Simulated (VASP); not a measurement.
MoSe:

```
Mo Se
1.0
     0.00000    2.83929    2.83929
     2.83929    0.00000    2.83929
     2.83929    2.83929    0.00000
Mo Se
1 1
Direct
  0.00000 0.00000 0.00000
  0.25000 0.25000 0.25000
```

Base run:

```yaml
Program: VASP 6.6.1
Functional: PBE
Potentials_or_basis: VASP PAW PBE potentials, release 64 (Mo_sv, Se)
Cutoff: 520 eV
k_mesh: 12 × 12 × 12
Occupations: gaussian, width 0.1 eV
Spin: collinear spin
Starting_moments: "[3.5, 0.0] μB"
```

Its results: pressure 0.2 GPa; site moments Mo +1.03; Se -0.02 μB.

Problem. The run is repeated on the same cell with these changes: moments at the start from [3.5, 0.0] to [1.4, 0.0]; fixed moment from none to 1.88 μB. What comes out?

Solution. Pressure 2.8 GPa; site moments Mo +1.61; Se -0.01 μB.

Caveats: the total moment is fixed, so each spin has its own Fermi level (at least some runs).
